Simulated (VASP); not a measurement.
# Au (Fm-3m) in VASP: notebook

Au is run at these levels: PBEsol, LDA, PBE; tasks: single point.

All numbers are computed with VASP 6.6.1; they aren't measurements. Logs are shortened: lines on timing, memory, paths and dates and some standing lists are left out, and cuts for length are marked.

### Step 1. The cell of the first run

The structure is cubic, space group Fm-3m (No. 225). Conventional cell: a = 4.154 Å, b = 4.154 Å, c = 4.154 Å, α = 90.00°, β = 90.00°, γ = 90.00°. Within 3.9 Å of Au (site symmetry m-3m) lie 12 Au at 2.94 Å.

### Step 2. Single point, PBEsol

INCAR

```
SYSTEM = Au
  PREC = Accurate
  ENCUT = 520
  EDIFF = 1E-7
  ISMEAR = -1
  SIGMA = 0.06
  LREAL = .False.
  LASPH = .True.
  NELM = 100
  ALGO = Normal
  ISIF = 2
  LWAVE = .False.
  LCHARG = .False.
  GGA = PS
  NBANDS = 12
```

KPOINTS

```
regular mesh
0
Gamma
  12 12 12
  0 0 0
```

POSCAR

```
Au
1.0
    0.0000000000      2.0769770000      2.0769770000
    2.0769770000      0.0000000000      2.0769770000
    2.0769770000      2.0769770000      0.0000000000
Au
1
Direct
    0.0000000000      0.0000000000      0.0000000000
```

Potentials or basis: VASP PAW PBE potentials, release 64 (Au).

On the command line:

```
$ cat potpaw_PBE.64/Au/POTCAR > POTCAR
$ mpirun -np 1 vasp_std > vasp.out
```

OUTCAR:

```text
SYSTEM = Au
   PREC = Accurate
   ENCUT = 520
   EDIFF = 1E-7
   ISMEAR = -1
   LREAL = .False.
   LASPH = .True.
   NELM = 100
   ISIF = 2
   GGA = PS

 ion  position               nearest neighbor table
   1  0.000  0.000  0.000-

  LATTYP: Found a face centered cubic cell.
 ALAT       =     4.1539540000

  Lattice vectors:

 A1 = (   0.0000000000,   2.0769770000,   2.0769770000)
 A2 = (   2.0769770000,   0.0000000000,   2.0769770000)
 A3 = (   2.0769770000,   2.0769770000,   0.0000000000)

Analysis of symmetry for initial positions (statically):
=====================================================================
 Subroutine PRICEL returns:
 Original cell was already a primitive cell.

 Routine SETGRP: Setting up the symmetry group for a
 face centered cubic supercell.

 Subroutine GETGRP returns: Found 48 space group operations
 (whereof 48 operations were pure point group operations)
 out of a pool of 48 trial point group operations.

The static configuration has the point symmetry O_h .

Analysis of symmetry for dynamics (positions and initial velocities):
=====================================================================
 Subroutine PRICEL returns:
 Original cell was already a primitive cell.

 Routine SETGRP: Setting up the symmetry group for a
 face centered cubic supercell.

 Subroutine GETGRP returns: Found 48 space group operations
 (whereof 48 operations were pure point group operations)
 out of a pool of 48 trial point group operations.

The dynamic configuration has the point symmetry O_h .

 Subroutine INISYM returns: Found 48 space group operations
 (whereof 48 operations are pure point group operations),
 and found     1 'primitive' translations

----------------------------------------------------------------------------------------

                                     Primitive cell

  volume of cell :      17.9195

  direct lattice vectors                    reciprocal lattice vectors
     0.000000000  2.076977000  2.076977000    -0.240734491  0.240734491  0.240734491
     2.076977000  0.000000000  2.076977000     0.240734491 -0.240734491  0.240734491
     2.076977000  2.076977000  0.000000000     0.240734491  0.240734491 -0.240734491

  length of vectors
     2.937289042  2.937289042  2.937289042     0.416964369  0.416964369  0.416964369

  position of ions in fractional coordinates (direct lattice)
     0.000000000  0.000000000  0.000000000

  ion indices of the primitive-cell ions
   primitive index   ion index
                 1           1

----------------------------------------------------------------------------------------

 KPOINTS: regular mesh

Automatic generation of k-mesh.
 Grid dimensions read from file:
 generate k-points for:   12   12   12

 Generating k-lattice:

  Cartesian coordinates                     Fractional coordinates (reciprocal lattice)
    -0.020061208  0.020061208  0.020061208     0.083333333  0.000000000  0.000000000
     0.020061208 -0.020061208  0.020061208     0.000000000  0.083333333  0.000000000
     0.020061208  0.020061208 -0.020061208     0.000000000  0.000000000  0.083333333

  Length of vectors
     0.034747031  0.034747031  0.034747031

  Shift w.r.t. Gamma in fractional coordinates (k-lattice)
     0.000000000  0.000000000  0.000000000

 Subroutine IBZKPT returns following result:
 ===========================================

 Found     72 irreducible k-points:

 Following reciprocal coordinates:
            Coordinates               Weight
  0.000000  0.000000  0.000000      1.000000
  0.083333  0.000000  0.000000      8.000000
  0.166667  0.000000  0.000000      8.000000
  0.250000  0.000000  0.000000      8.000000
  0.333333  0.000000  0.000000      8.000000
  0.416667  0.000000  0.000000      8.000000
[... 16 lines left out ...]
  0.500000  0.166667  0.000000     24.000000
 -0.416667  0.166667  0.000000     24.000000
 [... further k-points ...]
   k-points           NKPTS =     72   k-points in BZ     NKDIM =     72   number of bands    NBANDS=     12
   number of dos      NEDOS =    301   number of ions     NIONS =      1
   total plane-waves  NPLWV =  13824
   dimension x,y,z NGX =    24 NGY =   24 NGZ =   24
   dimension x,y,z NGXF=    48 NGYF=   48 NGZF=   48
   ions per type =               1
   NGX,Y,Z   is equivalent  to a cutoff of  13.58, 13.58, 13.58 a.u.
   NGXF,Y,Z  is equivalent  to a cutoff of  27.17, 27.17, 27.17 a.u.
 SYSTEM =  Au
   PREC   = accura    normal or accurate (medium, high low for compatibility)
   ISTART =      0    job   : 0-new  1-cont  2-samecut
   ICHARG =      2    charge: 1-file 2-atom 10-const
   ISPIN  =      1    spin polarized calculation?
   LNONCOLLINEAR =      F non collinear calculations
   LSORBIT =      F    spin-orbit coupling
   LASPH  =      T    aspherical Exc in radial PAW
   ENCUT  =  520.0 eV  38.22 Ry    6.18 a.u.   5.46  5.46  5.46*2*pi/ulx,y,z
   NELM   =    100;   NELMIN=  2; NELMDL= -5     # of ELM steps
   EDIFF  = 0.1E-06   stopping-criterion for ELM
   LREAL  =      F    real-space projection
   EDIFFG = 0.1E-05   stopping-criterion for IOM
   NSW    =      0    number of steps for IOM
   IBRION =     -1    ionic relax: 0-MD 1-quasi-New 2-CG
   NFREE  =      0    steps in history (QN), initial steepest desc. (CG)
   ISIF   =      2    stress and relaxation
   ISYM   =      2    0-nonsym 1-usesym 2-fastsym
   POTIM  = 0.5000    time-step for ionic-motion
   TEBEG  =    0.0;   TEEND  =   0.0 temperature during run
   PSTRESS=    0.0 pullay stress
   NELECT =      11.0000    total number of electrons
   NUPDOWN=      -1.0000    fix difference up-down
   EMIN   =  10.00;   EMAX   =-10.00  energy-range for DOS
   EFERMI =   0.00;   METHOD = LEGACY
   ISMEAR =    -1;   SIGMA  =   0.06  broadening in eV -4-tet -1-fermi 0-gaus
   EFERMI_NEDOS =   21; number of points for ismear=-14 and -15
   IALGO  =     38    algorithm
   IMIX   =      4    mixing-type and parameters
     AMIX     =   0.40;   BMIX     =  1.00
     AMIX_MAG =   1.60;   BMIX_MAG =  1.00
  volume/ion in A,a.u.               =      17.92       120.93
  Fermi-wavevector in a.u.,A,eV,Ry     =   1.391332  2.629236 26.338214  1.935804
  Thomas-Fermi vector in A             =   2.515181
   LORBIT       =      0    0 simple, 1 ext, 2 COOP (PROOUT), +10 PAW based schemes
   GGA     = PS    functional components
   LHFCALC =     F    Hartree Fock is set to
   AEXX    =    0.0000 exact exchange contribution
   IVDW    =     0    specifies the selected vdW correction
   LEPSILON=     F    determine dielectric tensor
   LRPA    =     F    only Hartree local field effects (RPA)
 non-spin polarized calculation
  energy-cutoff  :      520.00
  volume of cell :       17.92
 maximum number of plane-waves:       531
 NGX is ok and might be reduce to    24
   NGX = 11   NGY = 11   NGZ = 11

 number of electron      11.0000002 magnetization

 Free energy of the ion-electron system (eV)
  ---------------------------------------------------
  ext. energy  EPLUGINS =         0.00000000
  ---------------------------------------------------
  free energy    TOTEN  =        -3.89331474 eV

  energy without entropy =       -3.88814706  energy(sigma->0) =       -3.89073090

 E-fermi :   8.3904     XC(G=0): -12.5895

 val. band max:        8.3851352496   @ k =   0.5000   0.0833   0.0000
 cond. band min:       8.4968663897   @ k =   0.5000   0.2500   0.0833
 fundamental gap:      0.1117311400
 Fermi energy:         8.3904405138

 k-point     1 :       0.0000    0.0000    0.0000
  band No.  band energies     occupation
      1      -0.9367      2.00000
      2       4.0442      2.00000
      3       4.0442      2.00000
      4       4.0442      2.00000
      5       5.4447      2.00000
      6       5.4447      2.00000
      7      23.0154      0.00000
      8      26.7212      0.00000
      9      26.7212      0.00000
     10      26.7212      0.00000
     11      31.4313      0.00000
     12      35.5640      0.00000

 k-point     2 :       0.0833    0.0000    0.0000
  band No.  band energies     occupation
      1      -0.7064      2.00000
      2       3.9748      2.00000
      3       4.1194      2.00000
      4       4.1194      2.00000
      5       5.4135      2.00000
      6       5.4135      2.00000
      7      23.2486      0.00000
      8      25.2967      0.00000
      9      26.9686      0.00000
     10      26.9686      0.00000
     11      32.1109      0.00000
     12      34.0243      0.00000

 k-point     3 :       0.1667    0.0000    0.0000
  band No.  band energies     occupation
      1      -0.0601      2.00000
      2       3.8444      2.00000
      3       4.2716      2.00000
      4       4.2716      2.00000
      5       5.3991      2.00000
      6       5.3991      2.00000
      7      22.3349      0.00000
      8      24.0335      0.00000
      9      27.5675      0.00000
     10      27.5675      0.00000
     11      30.2891      0.00000
     12      32.3761      0.00000
[... 286 lines left out ...]
 k-point    23 :       0.5000    0.1667    0.0000
  band No.  band energies     occupation
      1       2.1530      2.00000
      2       3.6844      2.00000
      3       4.5474      2.00000
      4       4.6648      2.00000
      5       6.5847      2.00000
      6       9.0842      0.00002
      7      12.3656      0.00000
      8      21.6912      0.00000
      9      23.2842      0.00000
     10      24.0733      0.00000
     11      33.0602      0.00000
     12      33.5571      0.00000

 k-point    24 :      -0.4167    0.1667    0.0000
  band No.  band energies     occupation
      1       2.1939      2.00000
      2       3.6839      2.00000
      3       4.4885      2.00000
      4       4.9157      2.00000
      5       6.3459      2.00000
      6       9.6557      0.00000
      7      11.7652      0.00000
      8      20.9274      0.00000
      9      23.8637      0.00000
     10      24.2335      0.00000
     11      32.5283      0.00000
     12      33.1459      0.00000

 [... further k-points ...]
[... 5 lines left out ...]
  --------------------------------------------------------------------------------------
  -------------------------------------------------------------------------------------
  Total       -0.8851074     -0.8851074     -0.8851074     -0.0000000      0.0000000     -0.0000000
  in kB      -79.1373492    -79.1373492    -79.1373492     -0.0000000      0.0000000     -0.0000000
  external PRESSURE =     -79.1373492 kB  Pullay stress =       0.0000000 kB

 VOLUME and BASIS-vectors are now :
 -----------------------------------------------------------------------------
  energy-cutoff  :      520.00
  volume of cell :       17.92
      direct lattice vectors                 reciprocal lattice vectors
     0.000000000  2.076977000  2.076977000    -0.240734491  0.240734491  0.240734491
     2.076977000  0.000000000  2.076977000     0.240734491 -0.240734491  0.240734491
     2.076977000  2.076977000  0.000000000     0.240734491  0.240734491 -0.240734491

 POSITION                                       TOTAL-FORCE (eV/Angst)
 -----------------------------------------------------------------------------------
      0.00000      0.00000      0.00000         0.000000      0.000000      0.000000
 -----------------------------------------------------------------------------------
    total drift:                               -0.000000      0.000000     -0.000000

  FREE ENERGIE OF THE ION-ELECTRON SYSTEM (eV)
  ---------------------------------------------------
  free  energy   TOTEN  =        -3.8933147381 eV

  energy  without entropy=       -3.8881470552  energy(sigma->0) =       -3.89073090
```

Run time: 4.8 s. Hardware: 1 thread of Intel Xeon 6975P-C (Granite Rapids), shared host; peak memory 0.15 GiB.

Results:

- Free energy: -3.8933 eV
- Pressure: -7.9 GPa

Levels at points of the mesh, in eV from the Fermi level:
| k point | band 2 | band 3 | band 4 | band 5 | band 6 | band 7 | band 8 | band 9 | band 10 | band 11 |
| --- | --- | --- | --- | --- | --- | --- | --- | --- | --- | --- |
| (0.00, 0.00, 0.00) | -4.35 | -4.35 | -4.35 | -2.95 | -2.95 | 14.62 | 18.33 | 18.33 | 18.33 | 23.04 |
| (0.50, 0.00, 0.00) | -4.37 | -4.37 | -1.84 | -1.84 | -0.72 | 2.86 | 14.05 | 16.78 | 16.78 | 24.21 |
| (0.50, 0.50, 0.00) | -6.25 | -1.88 | -1.55 | -1.55 | 1.17 | 5.42 | 9.88 | 9.88 | 16.69 | 19.18 |

Caveat: the PAW data sets were made with another functional, which shifts forces and pressure a little; spin-orbit coupling is left out, which moves the levels of the heavy elements.

### Step 3. Single point, LDA

INCAR

```
PREC = Accurate
ENCUT = 520
EDIFF = 1E-7
ISMEAR = -1
SIGMA = 0.06
LREAL = F
LASPH = T
NELM = 80
ALGO = Normal
ISIF = 2
LWAVE = F
LCHARG = F
NBANDS = 12
```

KPOINTS

```
regular mesh
0
Gamma
  12 12 12
```

POSCAR is that of step 2.

Potentials or basis: VASP PAW LDA potentials, release 64 (Au).

On the command line:

```
$ cat potpaw_LDA.64/Au/POTCAR > POTCAR
$ mpirun -np 1 vasp_std > vasp.out
```

Run time: 4.6 s. Hardware: 1 thread of Intel Xeon 6975P-C (Granite Rapids), shared host; peak memory 0.14 GiB.

It converged, with:

- Free energy: -4.3879 eV
- Pressure: -11.6 GPa

Levels at points of the mesh, in eV from the Fermi level:
| k point | band 4 | band 5 | band 6 | band 7 | band 8 | band 9 |
| --- | --- | --- | --- | --- | --- | --- |
| (0.00, 0.00, 0.00) | -4.37 | -2.96 | -2.96 | 14.62 | 18.28 | 18.28 |
| (0.50, 0.00, 0.00) | -1.86 | -1.86 | -0.70 | 2.86 | 14.07 | 16.71 |
| (0.50, 0.50, 0.00) | -1.57 | -1.57 | 1.17 | 5.41 | 9.85 | 9.85 |

Caveat: spin-orbit coupling is left out, which moves the levels of the heavy elements.

### Step 4. Single point, PBE

INCAR

```
PREC     = Accurate       # precision mode
ENCUT    = 520            # plane-wave cutoff, eV
EDIFF    = 1E-6           # SCF threshold, eV
ISMEAR   = -1             # smearing method
SIGMA    = 0.06           # smearing width, eV
LREAL    = F              # projectors in reciprocal space
LASPH    = T              # aspherical terms in the spheres
NELM     = 80             # most SCF steps
ALGO     = Normal         # electronic algorithm
ISIF     = 2              # what is computed and relaxed
LWAVE    = F              # write WAVECAR
LCHARG   = T              # write CHGCAR
GGA      = PE             # functional
LELF     = T              # ELF
LVHAR    = T            
NBANDS   = 12             # bands
```

KPOINTS is that of step 3.

POSCAR is that of step 3.

Potentials or basis: VASP PAW PBE potentials, release 64 (Au).

On the command line:

```
$ cat potpaw_PBE.64/Au/POTCAR > POTCAR
$ mpirun -np 1 vasp_std > vasp.out
```

Run time: 5.1 s. Hardware: 1 thread of Intel Xeon 6975P-C (Granite Rapids), shared host; peak memory 0.15 GiB.

The run converged. Its results:

| Property | Result |
| --- | --- |
| Free energy | -3.2142 eV |
| Pressure | 0.3 GPa |

Levels at points of the mesh, in eV from the Fermi level:
| k point | band 4 | band 5 | band 6 | band 7 | band 8 | band 9 |
| --- | --- | --- | --- | --- | --- | --- |
| (0.00, 0.00, 0.00) | -4.38 | -2.99 | -2.99 | 14.63 | 18.34 | 18.34 |
| (0.50, 0.00, 0.00) | -1.89 | -1.89 | -0.67 | 2.86 | 14.07 | 16.81 |
| (0.50, 0.50, 0.00) | -1.60 | -1.60 | 1.22 | 5.43 | 9.92 | 9.92 |

Caveat: spin-orbit coupling is left out, which moves the levels of the heavy elements.

### Step 5. Summary

```tsv
level	potentials or basis	gap on the mesh (eV)	pressure (GPa)
PBEsol	VASP PAW PBE potentials, release 64 (Au)	none	-7.9
LDA	VASP PAW LDA potentials, release 64 (Au)	none	-11.6
PBE	VASP PAW PBE potentials, release 64 (Au)	none	0.3
```

Alike in all rows: task single point; no spin polarisation; cell as given; k mesh 12 × 12 × 12; cutoff (eV) 520; smearing fermi-dirac 0.06 eV.

Caveats: spin-orbit coupling is left out, which moves the levels of the heavy elements; the PAW data sets were made with another functional, which shifts forces and pressure a little (some runs).

Absolute energies hang on the potentials; compare differences alone.
